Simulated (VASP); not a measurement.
# Mo (Fm-3m) in VASP: further runs

Mo is run at these levels: LDA; tasks: single point.

Everything below comes from runs of VASP 6.6.1. Logs are shortened: lines on timing, memory, paths and dates and some standing lists are left out, and cuts for length are marked.

### 1 The cell of the first run

It takes space group Fm-3m (No. 225, cubic). The conventional cell has a = 3.970 Å, b = 3.970 Å, c = 3.970 Å, α = 90.00°, β = 90.00°, γ = 90.00°. Mo (site symmetry m-3m) has 12 Mo at 2.81 Å within 3.7 Å.

### 2 Single point, LDA (strain -0.015 along x and y, -0.015 along z)

Input file INCAR:

```
SYSTEM = Mo
PREC     = Accurate       ! precision mode
ENCUT    = 520            ! plane-wave cutoff, eV
EDIFF    = 1E-6           ! SCF threshold, eV
ISMEAR   = 0              ! smearing method
SIGMA    = 0.15           ! smearing width, eV
LREAL    = .FALSE.        ! projectors in reciprocal space
LASPH    = .TRUE.         ! aspherical terms in the spheres
NELM     = 100            ! most SCF steps
ALGO     = Normal         ! electronic algorithm
ISIF     = 2              ! what is computed and relaxed
LWAVE    = .FALSE.        ! write WAVECAR
LCHARG   = .FALSE.        ! write CHGCAR
GGA      = CA             ! functional
NBANDS   = 13             ! bands
```

Input file KPOINTS:

```
Automatic mesh
0
G
  20 20 20
  0 0 0
```

Input file POSCAR:

```
Mo
1.0
    0.0000000000      1.9847750000      1.9847750000
    1.9847750000      0.0000000000      1.9847750000
    1.9847750000      1.9847750000      0.0000000000
Mo
1
Direct
    0.0000000000      0.0000000000      0.0000000000
```

Potentials or basis: VASP PAW LDA potentials, release 64 (Mo_sv).

The run is started by

```
> cat potpaw_LDA.64/Mo_sv/POTCAR > POTCAR
> mpirun -np 1 vasp_std > vasp.out
```

OUTCAR:

```text
SYSTEM = Mo
   PREC = Accurate
   ENCUT = 520
   EDIFF = 1E-6
   ISMEAR = 0
   LREAL = .FALSE.
   LASPH = .TRUE.
   NELM = 100
   ISIF = 2
   GGA = CA

 ion  position               nearest neighbor table
   1  0.000  0.000  0.000-

  LATTYP: Found a face centered cubic cell.
 ALAT       =     3.9695500000

  Lattice vectors:

 A1 = (   0.0000000000,   1.9847750000,   1.9847750000)
 A2 = (   1.9847750000,   0.0000000000,   1.9847750000)
 A3 = (   1.9847750000,   1.9847750000,   0.0000000000)

Analysis of symmetry for initial positions (statically):
=====================================================================
 Subroutine PRICEL returns:
 Original cell was already a primitive cell.

 Routine SETGRP: Setting up the symmetry group for a
 face centered cubic supercell.

 Subroutine GETGRP returns: Found 48 space group operations
 (whereof 48 operations were pure point group operations)
 out of a pool of 48 trial point group operations.

The static configuration has the point symmetry O_h .

Analysis of symmetry for dynamics (positions and initial velocities):
=====================================================================
 Subroutine PRICEL returns:
 Original cell was already a primitive cell.

 Routine SETGRP: Setting up the symmetry group for a
 face centered cubic supercell.

 Subroutine GETGRP returns: Found 48 space group operations
 (whereof 48 operations were pure point group operations)
 out of a pool of 48 trial point group operations.

The dynamic configuration has the point symmetry O_h .

 Subroutine INISYM returns: Found 48 space group operations
 (whereof 48 operations are pure point group operations),
 and found     1 'primitive' translations

----------------------------------------------------------------------------------------

                                     Primitive cell

  volume of cell :      15.6374

  direct lattice vectors                    reciprocal lattice vectors
     0.000000000  1.984775000  1.984775000    -0.251917724  0.251917724  0.251917724
     1.984775000  0.000000000  1.984775000     0.251917724 -0.251917724  0.251917724
     1.984775000  1.984775000  0.000000000     0.251917724  0.251917724 -0.251917724

  length of vectors
     2.806895723  2.806895723  2.806895723     0.436334297  0.436334297  0.436334297

  position of ions in fractional coordinates (direct lattice)
     0.000000000  0.000000000  0.000000000

  ion indices of the primitive-cell ions
   primitive index   ion index
                 1           1

----------------------------------------------------------------------------------------

 KPOINTS: Automatic mesh

Automatic generation of k-mesh.
 Grid dimensions read from file:
 generate k-points for:   20   20   20

 Generating k-lattice:

  Cartesian coordinates                     Fractional coordinates (reciprocal lattice)
    -0.012595886  0.012595886  0.012595886     0.050000000  0.000000000  0.000000000
     0.012595886 -0.012595886  0.012595886     0.000000000  0.050000000  0.000000000
     0.012595886  0.012595886 -0.012595886     0.000000000  0.000000000  0.050000000

  Length of vectors
     0.021816715  0.021816715  0.021816715

  Shift w.r.t. Gamma in fractional coordinates (k-lattice)
     0.000000000  0.000000000  0.000000000

 Subroutine IBZKPT returns following result:
 ===========================================

 Found    256 irreducible k-points:

 Following reciprocal coordinates:
            Coordinates               Weight
  0.000000  0.000000  0.000000      1.000000
  0.050000  0.000000  0.000000      8.000000
  0.100000  0.000000  0.000000      8.000000
  0.150000  0.000000  0.000000      8.000000
  0.200000  0.000000  0.000000      8.000000
  0.250000  0.000000  0.000000      8.000000
[... 16 lines left out ...]
 -0.400000  0.050000  0.000000     24.000000
 -0.350000  0.050000  0.000000     24.000000
 [... further k-points ...]
   k-points           NKPTS =    256   k-points in BZ     NKDIM =    256   number of bands    NBANDS=     13
   number of dos      NEDOS =    301   number of ions     NIONS =      1
   total plane-waves  NPLWV =  13824
   dimension x,y,z NGX =    24 NGY =   24 NGZ =   24
   dimension x,y,z NGXF=    48 NGYF=   48 NGZF=   48
   ions per type =               1
   NGX,Y,Z   is equivalent  to a cutoff of  14.21, 14.21, 14.21 a.u.
   NGXF,Y,Z  is equivalent  to a cutoff of  28.43, 28.43, 28.43 a.u.
 SYSTEM =  Mo
   PREC   = accura    normal or accurate (medium, high low for compatibility)
   ISTART =      0    job   : 0-new  1-cont  2-samecut
   ICHARG =      2    charge: 1-file 2-atom 10-const
   ISPIN  =      1    spin polarized calculation?
   LNONCOLLINEAR =      F non collinear calculations
   LSORBIT =      F    spin-orbit coupling
   LASPH  =      T    aspherical Exc in radial PAW
   ENCUT  =  520.0 eV  38.22 Ry    6.18 a.u.   5.22  5.22  5.22*2*pi/ulx,y,z
   NELM   =    100;   NELMIN=  2; NELMDL= -5     # of ELM steps
   EDIFF  = 0.1E-05   stopping-criterion for ELM
   LREAL  =      F    real-space projection
   EDIFFG = 0.1E-04   stopping-criterion for IOM
   NSW    =      0    number of steps for IOM
   IBRION =     -1    ionic relax: 0-MD 1-quasi-New 2-CG
   NFREE  =      0    steps in history (QN), initial steepest desc. (CG)
   ISIF   =      2    stress and relaxation
   ISYM   =      2    0-nonsym 1-usesym 2-fastsym
   POTIM  = 0.5000    time-step for ionic-motion
   TEBEG  =    0.0;   TEEND  =   0.0 temperature during run
   PSTRESS=    0.0 pullay stress
   NELECT =      14.0000    total number of electrons
   NUPDOWN=      -1.0000    fix difference up-down
   EMIN   =  10.00;   EMAX   =-10.00  energy-range for DOS
   EFERMI =   0.00;   METHOD = LEGACY
   ISMEAR =     0;   SIGMA  =   0.15  broadening in eV -4-tet -1-fermi 0-gaus
   EFERMI_NEDOS =   21; number of points for ismear=-14 and -15
   IALGO  =     38    algorithm
   IMIX   =      4    mixing-type and parameters
     AMIX     =   0.40;   BMIX     =  1.00
     AMIX_MAG =   1.60;   BMIX_MAG =  1.00
  volume/ion in A,a.u.               =      15.64       105.53
  Fermi-wavevector in a.u.,A,eV,Ry     =   1.577840  2.981685 33.872769  2.489578
  Thomas-Fermi vector in A             =   2.678461
   LORBIT       =      0    0 simple, 1 ext, 2 COOP (PROOUT), +10 PAW based schemes
   GGA     = CA    functional components
   LHFCALC =     F    Hartree Fock is set to
   AEXX    =    0.0000 exact exchange contribution
   IVDW    =     0    specifies the selected vdW correction
   LEPSILON=     F    determine dielectric tensor
   LRPA    =     F    only Hartree local field effects (RPA)
 non-spin polarized calculation
 Gauss-broadening in eV      SIGMA  =   0.15
  energy-cutoff  :      520.00
  volume of cell :       15.64
 maximum number of plane-waves:       444
 NGX is ok and might be reduce to    24
   NGX = 11   NGY = 11   NGZ = 11

 number of electron      13.9999999 magnetization

 Free energy of the ion-electron system (eV)
  ---------------------------------------------------
  ext. energy  EPLUGINS =         0.00000000
  ---------------------------------------------------
  free energy    TOTEN  =       -11.70162817 eV

  energy without entropy =      -11.68757397  energy(sigma->0) =      -11.69460107

 E-fermi :  12.0236     XC(G=0): -13.5841

 val. band max:       12.0232980822   @ k =   0.1500   0.1500   0.0000
 cond. band min:      12.0337114376   @ k =   0.4000   0.1500   0.0500
 fundamental gap:      0.0104133553
 Fermi energy:        12.0235947773

 k-point     1 :       0.0000    0.0000    0.0000
  band No.  band energies     occupation
      1     -48.3228      2.00000
      2     -21.7852      2.00000
      3     -21.7852      2.00000
      4     -21.7852      2.00000
      5       5.2322      2.00000
      6      11.2749      2.00000
      7      11.2749      2.00000
      8      11.2749      2.00000
      9      14.0289      0.00000
     10      14.0289      0.00000
     11      25.1603      0.00000
     12      30.4636      0.00000
     13      30.4636      0.00000

 k-point     2 :       0.0500    0.0000    0.0000
  band No.  band energies     occupation
      1     -48.3167      2.00000
      2     -21.8227      2.00000
      3     -21.7899      2.00000
      4     -21.7899      2.00000
      5       5.3382      2.00000
      6      11.2016      2.00000
      7      11.3236      2.00000
      8      11.3236      2.00000
      9      13.9882      0.00000
     10      13.9882      0.00000
     11      25.3662      0.00000
     12      30.0068      0.00000
     13      30.6542      0.00000

 k-point     3 :       0.1000    0.0000    0.0000
  band No.  band energies     occupation
      1     -48.2990      2.00000
      2     -21.9305      2.00000
      3     -21.8033      2.00000
      4     -21.8033      2.00000
      5       5.6434      2.00000
      6      11.0100      2.00000
      7      11.4543      2.00000
      8      11.4543      2.00000
      9      13.8908      0.00000
     10      13.8908      0.00000
     11      25.9378      0.00000
     12      29.0316      0.00000
     13      31.2115      0.00000
[... 305 lines left out ...]
 k-point    23 :      -0.4000    0.0500    0.0000
  band No.  band energies     occupation
      1     -48.0825      2.00000
      2     -23.1153      2.00000
      3     -21.9943      2.00000
      4     -21.9549      2.00000
      5       7.4510      2.00000
      6      11.0731      2.00000
      7      11.2199      2.00000
      8      12.7903      0.00000
      9      15.6005      0.00000
     10      16.3233      0.00000
     11      23.8220      0.00000
     12      25.9096      0.00000
     13      31.5480      0.00000

 k-point    24 :      -0.3500    0.0500    0.0000
  band No.  band energies     occupation
      1     -48.1078      2.00000
      2     -22.9838      2.00000
      3     -21.9805      2.00000
      4     -21.9318      2.00000
      5       7.5095      2.00000
      6      11.2315      2.00000
      7      11.3525      2.00000
      8      11.9995      1.17997
      9      15.0334      0.00000
     10      15.8609      0.00000
     11      24.2960      0.00000
     12      27.0520      0.00000
     13      32.4172      0.00000

 [... further k-points ...]
[... 5 lines left out ...]
  --------------------------------------------------------------------------------------
  -------------------------------------------------------------------------------------
  Total       -0.5275937     -0.5275937     -0.5275937      0.0000000      0.0000000      0.0000000
  in kB      -54.0563049    -54.0563049    -54.0563049      0.0000000      0.0000000      0.0000000
  external PRESSURE =     -54.0563049 kB  Pullay stress =       0.0000000 kB

 VOLUME and BASIS-vectors are now :
 -----------------------------------------------------------------------------
  energy-cutoff  :      520.00
  volume of cell :       15.64
      direct lattice vectors                 reciprocal lattice vectors
     0.000000000  1.984775000  1.984775000    -0.251917724  0.251917724  0.251917724
     1.984775000  0.000000000  1.984775000     0.251917724 -0.251917724  0.251917724
     1.984775000  1.984775000  0.000000000     0.251917724  0.251917724 -0.251917724

 POSITION                                       TOTAL-FORCE (eV/Angst)
 -----------------------------------------------------------------------------------
      0.00000      0.00000      0.00000        -0.000000      0.000000     -0.000000
 -----------------------------------------------------------------------------------
    total drift:                                0.000000      0.000000      0.000000

  FREE ENERGIE OF THE ION-ELECTRON SYSTEM (eV)
  ---------------------------------------------------
  free  energy   TOTEN  =       -11.7016281717 eV

  energy  without entropy=      -11.6875739689  energy(sigma->0) =      -11.69460107
```

Run time: 18 s. Hardware: 1 thread of Intel Xeon 6975P-C (Granite Rapids), shared host; peak memory 0.16 GiB.

Results:

* Free energy: -11.7016 eV
* Pressure: -5.4 GPa
* Band gap on the k mesh: zero (band 7 reaches 16.14 eV, above the bottom of band 8 at 11.27 eV)

Caveat: the cell differs from its parent crystal (strain -0.015 along x and y, -0.015 along z).

### 3 Single point, LDA (strain +0.015 along x and y, +0.015 along z)

Input file INCAR:

```
SYSTEM = Mo
ALGO = Normal
EDIFF = 1E-6
ENCUT = 520
ISIF = 2
ISMEAR = 0
LASPH = .True.
LCHARG = .False.
LREAL = .False.
LWAVE = .False.
NBANDS = 13
NELM = 100
PREC = Accurate
SIGMA = 0.15
```

Input file KPOINTS:

```
k-points
0
Gamma
  20 20 20
  0 0 0
```

Input file POSCAR:

```
Mo
1.0
    0.0000000000      2.0452250000      2.0452250000
    2.0452250000      0.0000000000      2.0452250000
    2.0452250000      2.0452250000      0.0000000000
Mo
1
Direct
    0.0000000000      0.0000000000      0.0000000000
```

Potentials or basis: VASP PAW LDA potentials, release 64 (Mo_sv).

The run is started by

```
> cat potpaw_LDA.64/Mo_sv/POTCAR > POTCAR
> mpirun -np 1 vasp_std > vasp.out
```

OUTCAR:

```text
SYSTEM = Mo
   EDIFF = 1E-6
   ENCUT = 520
   ISIF = 2
   ISMEAR = 0
   LASPH = .True.
   LREAL = .False.
   NELM = 100
   PREC = Accurate

 ion  position               nearest neighbor table
   1  0.000  0.000  0.000-

  LATTYP: Found a face centered cubic cell.
 ALAT       =     4.0904500000

  Lattice vectors:

 A1 = (   0.0000000000,   2.0452250000,   2.0452250000)
 A2 = (   2.0452250000,   0.0000000000,   2.0452250000)
 A3 = (   2.0452250000,   2.0452250000,   0.0000000000)

Analysis of symmetry for initial positions (statically):
[... 554 lines left out ...]
      6       9.9972      2.00000
      7      10.1056      2.00000
      8      10.4936      1.86025
      9      13.3357      0.00000
     10      14.0438      0.00000
     11      22.2493      0.00000
     12      24.8708      0.00000
     13      29.9632      0.00000

 [... further k-points ...]
[... 5 lines left out ...]
  --------------------------------------------------------------------------------------
  -------------------------------------------------------------------------------------
  Total       -2.5275607     -2.5275607     -2.5275607      0.0000000      0.0000000     -0.0000000
  in kB     -236.6785517   -236.6785517   -236.6785517      0.0000000      0.0000000     -0.0000000
  external PRESSURE =    -236.6785517 kB  Pullay stress =       0.0000000 kB

 VOLUME and BASIS-vectors are now :
 -----------------------------------------------------------------------------
  energy-cutoff  :      520.00
  volume of cell :       17.11
      direct lattice vectors                 reciprocal lattice vectors
     0.000000000  2.045225000  2.045225000    -0.244471880  0.244471880  0.244471880
     2.045225000  0.000000000  2.045225000     0.244471880 -0.244471880  0.244471880
     2.045225000  2.045225000  0.000000000     0.244471880  0.244471880 -0.244471880

 POSITION                                       TOTAL-FORCE (eV/Angst)
 -----------------------------------------------------------------------------------
      0.00000      0.00000      0.00000        -0.000000      0.000000     -0.000000
 -----------------------------------------------------------------------------------
    total drift:                                0.000000      0.000000     -0.000000

  FREE ENERGIE OF THE ION-ELECTRON SYSTEM (eV)
  ---------------------------------------------------
  free  energy   TOTEN  =       -11.5620360735 eV

  energy  without entropy=      -11.5459879318  energy(sigma->0) =      -11.55401200
```

stdout:

```text
POSCAR found type information on POSCAR Mo
 POSCAR found :  1 types and       1 ions
 scaLAPACK will be used
 LDA part: xc-table for (Slater(with rela. corr.)+CA(PZ))
 , standard interpolation
 POSCAR, INCAR and KPOINTS ok, starting setup
 FFT: planning ... GRIDC
 FFT: planning ... GRID_SOFT
 FFT: planning ... GRID
 WAVECAR not read
 entering main loop
```

Wall time 17 s (1 thread of Intel Xeon 6975P-C (Granite Rapids), shared host); peak memory 0.16 GiB.

What came out:

```yaml
Free_energy: -11.5620 eV
Pressure: -23.7 GPa
Band_gap_on_the_k_mesh: zero (band 7 reaches 14.27 eV, above the bottom of band 8 at 10.03 eV)
```

Caveat: the cell differs from its parent crystal (strain +0.015 along x and y, +0.015 along z).
